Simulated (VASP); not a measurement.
Crystal: AlZn3.

```
Al Zn
1.0
     5.04026    0.00000    0.00000
     0.00000    5.04026    0.00000
     0.00000    0.00000    5.04026
Al Zn
2 6
Direct
  0.00000 0.00000 0.00000
  0.50000 0.50000 0.50000
  0.25000 0.00000 0.50000
  0.50000 0.75000 0.00000
  0.75000 0.00000 0.50000
  0.50000 0.25000 0.00000
  0.00000 0.50000 0.75000
  0.00000 0.50000 0.25000
```

Base run:

- Program: VASP 6.6.1
- Functional: PBE
- Potentials or basis: VASP PAW PBE potentials, release 64 (Al, Zn)
- Cutoff: 520 eV
- k mesh: 4 × 4 × 4
- Occupations: gaussian, width 0.1 eV
- Spin: no spin polarisation

Its results: band gap on the k mesh zero (band 39 reaches 9.85 eV, above the bottom of band 40 at 2.28 eV); pressure 0.6 GPa.

Question: The run is repeated on the same cell with these changes: occupations from gaussian, width 0.1 eV to gaussian, width 0.2 eV; further incar settings from ALGO = Normal; EDIFF = 1e-06; NBANDS = 49 to ALGO = Normal; EDIFF = 1e-07; NBANDS = 49. What comes out?

Answer: Band gap on the k mesh zero (band 39 reaches 9.85 eV, above the bottom of band 40 at 2.28 eV); pressure 0.1 GPa.
